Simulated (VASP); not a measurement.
Here is a VASP 6.6.1 calculation.

Contents of INCAR:

```
SYSTEM = Cu
PREC = Accurate
ENCUT = 600
EDIFF = 1E-6
ISMEAR = -1
SIGMA = 0.15
LREAL = .FALSE.
LASPH = .TRUE.
NELM = 200
ALGO = Normal
ISIF = 2
LWAVE = .FALSE.
LCHARG = .FALSE.
MAGMOM = 0 0 0
LORBIT = 11
LSORBIT = .TRUE.
GGA_COMPAT = .FALSE.
LORBMOM = .TRUE.
LMAXMIX = 4
GGA = PE
NBANDS = 22
```

File KPOINTS:

```
Automatic mesh
0
G
  4 4 4
  0 0 0
```

Contents of POSCAR:

```
Cu
1.0
    0.0000000000      1.8049043300      1.8049043300
    1.8049043300      0.0000000000      1.8049043300
    1.8049043300      1.8049043300      0.0000000000
Cu
1
Direct
    0.0000000000      0.0000000000      0.0000000000
```

Potentials or basis: VASP PAW PBE potentials, release 64 (Cu).

Command:

```bash
$ cat potpaw_PBE.64/Cu/POTCAR > POTCAR
$ mpirun -np 1 vasp_ncl > vasp.out
```

(1) Estimate the pressure.

(2) Estimate the net moment.

## Answers

(1) 4.8 GPa.

(2) 0.00 μB per cell.

Caveat: the k points lie up to 0.75 Å⁻¹ apart.
